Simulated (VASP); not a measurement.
# AlN (Pm) in VASP: notebook, part 2 of 2

VASP 6.6.1. Earlier steps stand in the parts before.

## 4. Single point, LDA (atom 1 (Al) moved by -0.372 Å along [1 0 0] and -0.124 Å along [1 2 0])

Input file INCAR:

```
SYSTEM = AlN
PREC = Accurate
ENCUT = 520
EDIFF = 1E-6
ISMEAR = 0
SIGMA = 0.05
LREAL = .FALSE.
LASPH = .TRUE.
NELM = 100
ALGO = Normal
ISIF = 2
LWAVE = .FALSE.
LCHARG = .TRUE.
LELF = .TRUE.
LVHAR = .TRUE.
NBANDS = 26
```

Input file KPOINTS:

```
Automatic mesh
0
G
  8 6 4
  0 0 0
```

Input file POSCAR:

```
AlN
1.0
   -1.6378403119      2.8368226349      0.0000000000
    0.0000000000      0.0000000000      4.1006264518
    4.9135209358      2.8368226349      0.0000000000
Al N
4 4
Direct
    0.5239989361      0.7500000000      0.0989568555
    1.0000000000      0.7500000000      0.6666666667
    0.0000000000      0.2500000000      0.3333333333
    0.5000000000      0.2500000000      0.8333333333
    0.5000000000      0.2500000000      0.1666666667
    1.0000000000      0.2500000000      0.6666666667
    0.0000000000      0.7500000000      0.3333333333
    0.5000000000      0.7500000000      0.8333333333
```

Run with:

```console
$ cat potpaw_LDA.64/Al/POTCAR potpaw_LDA.64/N/POTCAR > POTCAR
$ mpirun -np 1 vasp_std > vasp.out
```

Wall time 75 s (1 thread of Intel Xeon 6975P-C (Granite Rapids), shared host); peak memory 0.21 GiB.

It converged, with:

```
Free energy            : -62.3074 eV
Pressure               : 11.0 GPa
Largest force          : 17.401 eV/Å
Band gap on the k mesh : 2.79 eV, direct
```

Forces in eV/Å, atoms in the order of the input:
```
Al   15.003   8.814   0.000
Al   -1.946  -1.060   0.000
Al   -0.440  -0.132   0.000
Al   -0.352  -0.332   0.000
N    -1.737  -0.772   0.000
N     0.820   0.486   0.000
N    -1.299  -0.665   0.000
N   -10.049  -6.339   0.000
```

Stress tensor (GPa, compression positive):
```
23.37 17.16  0.00
17.16  8.47  0.00
 0.00  0.00  1.09
```

Levels at points of the mesh, in eV from the valence-band top:
| k point | band 12 | band 13 | band 14 | band 15 | band 16 | band 17 | band 18 | band 19 | band 20 | band 21 |
| --- | --- | --- | --- | --- | --- | --- | --- | --- | --- | --- |
| (0.00, 0.00, 0.00) | -3.02 | -2.40 | -1.79 | -0.21 | 0.00 | 2.79 | 3.84 | 4.66 | 7.06 | 7.42 |
| (0.50, 0.00, 0.00) | -3.79 | -2.82 | -2.28 | -2.15 | -2.00 | 5.00 | 5.06 | 5.69 | 5.90 | 7.81 |
| (0.00, 0.50, 0.00) | -2.65 | -2.50 | -1.61 | -1.47 | -1.01 | 4.03 | 4.89 | 5.73 | 6.20 | 8.04 |
| (0.50, 0.50, 0.00) | -4.65 | -1.83 | -1.40 | -0.56 | -0.50 | 5.47 | 5.59 | 6.27 | 6.59 | 8.44 |
| (0.00, 0.00, 0.50) | -3.07 | -2.25 | -1.95 | -0.71 | -0.14 | 3.76 | 5.06 | 6.03 | 6.28 | 7.80 |
| (0.50, 0.00, 0.50) | -3.60 | -2.97 | -2.56 | -1.57 | -1.28 | 3.31 | 4.03 | 6.31 | 7.03 | 7.17 |
| (0.00, 0.50, 0.50) | -2.59 | -2.39 | -1.45 | -1.36 | -1.10 | 3.84 | 5.00 | 5.36 | 6.41 | 8.61 |
| (0.50, 0.50, 0.50) | -3.33 | -2.64 | -2.21 | -1.24 | -1.03 | 4.52 | 4.67 | 5.30 | 5.63 | 8.80 |

Caveat: the cell differs from its parent crystal (atom 1 (Al) moved by -0.372 Å along [1 0 0] and -0.124 Å along [1 2 0]); forces of over 1 eV/Å act on the atoms, so gaps and moduli don't describe the material at rest. A k mesh can miss the band edges.

## 5. Single point, LDA (atom 1 (Al) moved by +0.124 Å along [1 0 0] and +0.124 Å along [1 2 0])

Input file INCAR:

```
PREC = Accurate
ENCUT = 520
EDIFF = 1E-6
ISMEAR = 0
SIGMA = 0.05
LREAL = False
LASPH = True
NELM = 100
ALGO = Normal
ISIF = 2
LWAVE = False
LCHARG = False
NBANDS = 26
```

Input file KPOINTS:

```
regular mesh
0
Gamma
  8 6 4
```

Changes to POSCAR since step 4:

```diff
@@ -8,3 +8,3 @@
 Direct
-    0.5239989361      0.7500000000      0.0989568555
+    0.5138557922      0.7500000000      0.1965217496
     1.0000000000      0.7500000000      0.6666666667
```

Potentials or basis: VASP PAW LDA potentials, release 64 (Al, N).

Run with:

```console
$ cat potpaw_LDA.64/Al/POTCAR potpaw_LDA.64/N/POTCAR > POTCAR
$ mpirun -np 1 vasp_std > vasp.out
```

OUTCAR:

```text
PREC = Accurate
   ENCUT = 520
   EDIFF = 1E-6
   ISMEAR = 0
   LREAL = False
   LASPH = True
   NELM = 100
   ISIF = 2

 ion  position               nearest neighbor table
   1  0.514  0.750  0.197-   7 1.77   7 1.85   5 2.06   5 2.06   8 2.06   3 2.71   3 2.71   3 2.76
                             3 2.76   4 2.91   4 2.91   2 3.11   2 3.15
   2  0.000  0.750  0.667-   8 1.89   8 1.89   7 1.89   6 2.05   6 2.05   4 2.79   4 2.79   4 2.79
                             4 2.79   3 2.79   3 2.79   1 3.11   1 3.15
   3  0.000  0.250  0.333-   5 1.89   5 1.89   6 1.89   7 2.05   7 2.05   1 2.71   1 2.71   1 2.76
                             1 2.76   2 2.79   2 2.79   4 3.28   4 3.28   4 3.28   4 3.28
   4  0.500  0.250  0.833-   6 1.89   6 1.89   5 1.89   8 2.05   8 2.05   2 2.79   2 2.79   2 2.79
[... 918 lines left out ...]
  external PRESSURE =      19.1526258 kB  Pullay stress =       0.0000000 kB

 VOLUME and BASIS-vectors are now :
 -----------------------------------------------------------------------------
  energy-cutoff  :      520.00
  volume of cell :       76.21
      direct lattice vectors                 reciprocal lattice vectors
    -1.637840312  2.836822635  0.000000000    -0.152640033  0.264380293  0.000000000
     0.000000000  0.000000000  4.100626452     0.000000000  0.000000000  0.243865178
     4.913520936  2.836822635  0.000000000     0.152640033  0.088126764  0.000000000

 POSITION                                       TOTAL-FORCE (eV/Angst)
 -----------------------------------------------------------------------------------
      0.12400      2.01522      3.07547        -2.161555     -2.783848      0.000000
      3.27568      1.89122      3.07547         0.760405      0.464851      0.000000
      1.63784      0.94561      1.02516        -0.045479      0.125945      0.000000
      3.27568      3.78243      1.02516         0.183535      0.080110      0.000000
      0.00000      1.89122      1.02516         0.630900      0.477986      0.000000
      3.27568      1.89122      1.02516        -0.329442     -0.183513      0.000000
      1.63784      0.94561      3.07547         0.466190      1.453971      0.000000
      3.27568      3.78243      3.07547         0.495446      0.364497      0.000000
 -----------------------------------------------------------------------------------
    total drift:                               -0.000173     -0.000286     -0.000000

  FREE ENERGIE OF THE ION-ELECTRON SYSTEM (eV)
  ---------------------------------------------------
  free  energy   TOTEN  =       -64.6454320238 eV

  energy  without entropy=      -64.6454320238  energy(sigma->0) =      -64.64543202
```

stdout:

```text
POSCAR found type information on POSCAR AlN
 POSCAR found :  2 types and       8 ions
 scaLAPACK will be used
 LDA part: xc-table for (Slater(with rela. corr.)+CA(PZ))
 , standard interpolation
 POSCAR, INCAR and KPOINTS ok, starting setup
 FFT: planning ... GRIDC
 FFT: planning ... GRID_SOFT
 FFT: planning ... GRID
 WAVECAR not read
 entering main loop
```

It took 45 s on 1 thread of Intel Xeon 6975P-C (Granite Rapids), shared host; peak memory 0.22 GiB.

What came out:

```yaml
Free_energy: -64.6454 eV
Pressure: 1.9 GPa
Largest_force: 3.525 eV/Å
Band_gap_on_the_k_mesh: 3.40 eV, direct
```

Forces in eV/Å, atoms in the order of the input:
```
Al  -2.162 -2.784  0.000
Al   0.760  0.465  0.000
Al  -0.045  0.126  0.000
Al   0.184  0.080  0.000
N    0.631  0.478  0.000
N   -0.329 -0.184  0.000
N    0.466  1.454  0.000
N    0.495  0.364  0.000
```

Levels at points of the mesh, in eV from the valence-band top:
```
           k point  band 14  band 15  band 16  band 17  band 18  band 19
(0.00, 0.00, 0.00)    -1.54    -1.22     0.00     3.40     3.95     4.59
(0.50, 0.00, 0.00)    -2.68    -2.18    -1.98     5.35     5.53     5.94
(0.00, 0.50, 0.00)    -2.39    -1.78    -1.72     5.00     5.16     5.85
(0.50, 0.50, 0.00)    -1.08    -0.94    -0.81     5.80     5.86     6.36
(0.00, 0.00, 0.50)    -1.36    -1.15    -0.94     4.56     5.03     6.38
(0.50, 0.00, 0.50)    -2.95    -1.46    -1.24     3.54     4.03     6.78
(0.00, 0.50, 0.50)    -2.07    -1.71    -1.67     4.95     5.35     5.53
(0.50, 0.50, 0.50)    -1.87    -1.59    -1.53     4.69     4.90     5.27
```

Caveat: the cell differs from its parent crystal (atom 1 (Al) moved by +0.124 Å along [1 0 0] and +0.124 Å along [1 2 0]); forces of over 1 eV/Å act on the atoms, so gaps and moduli don't describe the material at rest. A k mesh can miss the band edges.

## 6. Single point, LDA (atom 1 (Al) moved by +0.620 Å along [1 0 0] and +0.372 Å along [1 2 0])

Input file INCAR:

```
PREC     = Accurate       # precision mode
ENCUT    = 520            # plane-wave cutoff, eV
EDIFF    = 1E-6           # SCF threshold, eV
ISMEAR   = 0              # smearing method
SIGMA    = 0.05           # smearing width, eV
LREAL    = False          # projectors in reciprocal space
LASPH    = True           # aspherical terms in the spheres
NELM     = 80             # most SCF steps
ALGO     = Normal         # electronic algorithm
ISIF     = 2              # what is computed and relaxed
LWAVE    = False          # write WAVECAR
LCHARG   = False          # write CHGCAR
NBANDS   = 26             # bands
```

Input file KPOINTS:

```
Automatic mesh
0
Gamma
  8 6 4
```

Changes to POSCAR since step 5:

```diff
@@ -8,3 +8,3 @@
 Direct
-    0.5138557922      0.7500000000      0.1965217496
+    0.5037126483      0.7500000000      0.2940866438
     1.0000000000      0.7500000000      0.6666666667
```

Potentials or basis: VASP PAW LDA potentials, release 64 (Al, N).

Run with:

```console
$ cat potpaw_LDA.64/Al/POTCAR potpaw_LDA.64/N/POTCAR > POTCAR
$ mpirun -np 1 vasp_std > vasp.out
```

It took 53 s on 1 thread of Intel Xeon 6975P-C (Granite Rapids), shared host; peak memory 0.22 GiB.

Results (log left out):

```yaml
Free_energy: -61.6633 eV
Pressure: 12.2 GPa
Largest_force: 6.026 eV/Å
Band_gap_on_the_k_mesh: 2.09 eV, indirect (least direct gap 2.19 eV)
```

Forces in eV/Å, atoms in the order of the input:
```
Al  -4.707 -3.762  0.000
Al   2.833  1.662  0.000
Al  -0.802 -0.404  0.000
Al   0.766  0.441  0.000
N    2.360  1.386  0.000
N   -0.947 -0.546  0.000
N    1.777  1.957  0.000
N   -1.280 -0.733  0.000
```

Stress tensor (GPa, compression positive):
```
  7.12 -17.19   0.00
-17.19  28.00   0.00
  0.00   0.00   1.47
```

Levels at points of the mesh, in eV from the valence-band top:
| k point | band 13 | band 14 | band 15 | band 16 | band 17 | band 18 | band 19 | band 20 |
| --- | --- | --- | --- | --- | --- | --- | --- | --- |
| (0.00, 0.00, 0.00) | -2.41 | -1.17 | -0.92 | 0.00 | 2.19 | 4.09 | 4.55 | 6.22 |
| (0.50, 0.00, 0.00) | -3.32 | -2.42 | -2.23 | -1.56 | 3.50 | 4.07 | 6.53 | 6.58 |
| (0.00, 0.50, 0.00) | -2.37 | -1.95 | -1.82 | -1.31 | 3.97 | 4.64 | 5.72 | 6.34 |
| (0.50, 0.50, 0.00) | -1.97 | -0.97 | -0.93 | -0.57 | 3.90 | 4.34 | 6.67 | 7.43 |
| (0.00, 0.00, 0.50) | -2.38 | -1.44 | -0.85 | -0.73 | 3.75 | 5.30 | 6.13 | 6.45 |
| (0.50, 0.00, 0.50) | -3.45 | -2.85 | -1.66 | -0.92 | 2.09 | 4.35 | 4.97 | 6.39 |
| (0.00, 0.50, 0.50) | -2.27 | -2.02 | -1.53 | -1.09 | 3.75 | 4.54 | 5.75 | 6.80 |
| (0.50, 0.50, 0.50) | -2.78 | -1.60 | -1.36 | -1.36 | 2.77 | 3.65 | 5.44 | 6.25 |

Caveat: the cell differs from its parent crystal (atom 1 (Al) moved by +0.620 Å along [1 0 0] and +0.372 Å along [1 2 0]); forces of over 1 eV/Å act on the atoms, so gaps and moduli don't describe the material at rest.
